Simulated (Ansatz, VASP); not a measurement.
**CuI: VASP beside Ansatz**

Contents of POSCAR:

```
CuI
1.0
    0.0000000000      3.0315000000      3.0315000000
    3.0315000000      0.0000000000      3.0315000000
    3.0315000000      3.0315000000      0.0000000000
I Cu
1 1
Direct
    0.0000000000      0.0000000000      0.0000000000
    0.7500000000      0.7500000000      0.7500000000
```

File INCAR.step1:

```
PREC     = Accurate       # precision mode
ENCUT    = 520            # plane-wave cutoff, eV
EDIFF    = 1E-5           # SCF threshold, eV
ISMEAR   = -1             # smearing method
SIGMA    = 0.05           # smearing width, eV
LREAL    = False          # projectors in reciprocal space
LASPH    = True           # aspherical terms in the spheres
NELM     = 100            # most SCF steps
ALGO     = Normal         # electronic algorithm
ISIF     = 2              # what is computed and relaxed
LWAVE    = True           # write WAVECAR
NBANDS   = 16             # bands
GGA      = PE             # functional
```

File INCAR.step2:

```
PREC     = Accurate       # precision mode
ENCUT    = 520            # plane-wave cutoff, eV
EDIFF    = 1E-7           # SCF threshold, eV
ISMEAR   = -1             # smearing method
SIGMA    = 0.05           # smearing width, eV
LREAL    = False          # projectors in reciprocal space
LASPH    = True           # aspherical terms in the spheres
NELM     = 100            # most SCF steps
ALGO     = Normal         # electronic algorithm
ISIF     = 2              # what is computed and relaxed
LWAVE    = False          # write WAVECAR
LCHARG   = True           # write CHGCAR
GGA      = PS             # functional
LHFCALC  = True           # exact exchange
AEXX     = 0.25           # exact-exchange fraction
HFSCREEN = 0.207          # screening, 1/A
PRECFOCK = Normal       
LELF     = True           # ELF
LVHAR    = True         
NBANDS   = 16             # bands
ISTART   = 1
```

File KPOINTS:

```
regular mesh
0
Gamma
  4 4 4
```

File input.yaml:

```yaml
crystal:
  lattice:
    - [0.0, 3.0315, 3.0315]
    - [3.0315, 0.0, 3.0315]
    - [3.0315, 3.0315, 0.0]
  atoms:
    - { symbol: I, position: [0.0, 0.0, 0.0] }
    - { symbol: Cu, position: [0.75, 0.75, 0.75] }
hamiltonian:
  xc:
    exchange: hjs_pbesol
    correlation: pbesol
    exx: { coeff: 0.25, omega: 0.207 }
  pseudopotentials: { kind: paw }
kpoints:
  mp_grid: { grid: [4, 4, 4] }
  band_path:
    path:
      - [[0.0, 0.0, 0.0], [0.5, 0.0, 0.5], [0.5, 0.25, 0.75], [0.375, 0.375, 0.75], [0.0, 0.0, 0.0], [0.5, 0.5, 0.5], [0.625, 0.25, 0.625], [0.5, 0.25, 0.75], [0.5, 0.5, 0.5], [0.375, 0.375, 0.75]]
      - [[0.625, 0.25, 0.625], [0.5, 0.0, 0.5]]
    npoints: 4
scf:
  occupations: { method: fermi_dirac, width: 0.05 }
  n_extra_bands: 6
output:
  forces: true
  stress: true
  eigenvalues: true
  fatbands: false
  write_density: true
  write_potential: true
  elf: true
  volumetric_format: npy
```

Alike in both runs: functional PBEsol-based screened hybrid with a share of 0.25 of exact exchange and HFSCREEN = 0.207; k mesh 4 × 4 × 4; occupations fermi-dirac, width 0.05 eV; no spin polarisation.

```csv
,VASP,Ansatz
version,VASP 6.6.1,Ansatz 0.2.0
potentials or method,"VASP PAW PBE potentials, release 64 (I, Cu)",Ansatz PAW
plane-wave cutoff (eV),520,420
valence electrons in the cell,18,36
task,single point,band structure
```

|  | VASP | Ansatz | Ansatz less VASP |
| --- | --- | --- | --- |
| gap on the k mesh at the Fermi level (eV) | 2.46 | 2.52 | +0.052 |
| least direct gap on the mesh (eV) | 2.46 | 2.52 | +0.052 |
| pressure (GPa) | -1.4 | -1.3 | +0.08 |

VASP's potentials were made for PBE, not for PBEsol-based screened hybrid. With one functional, cell and mesh, what is left measures potentials, basis and numerics. VASP's potentials hold 18 valence electrons a cell and Ansatz's 36, so a difference there can come from the potentials and not from the codes.

The k mesh is coarse, so the values compare programs but aren't converged. Spin-orbit coupling is off throughout.
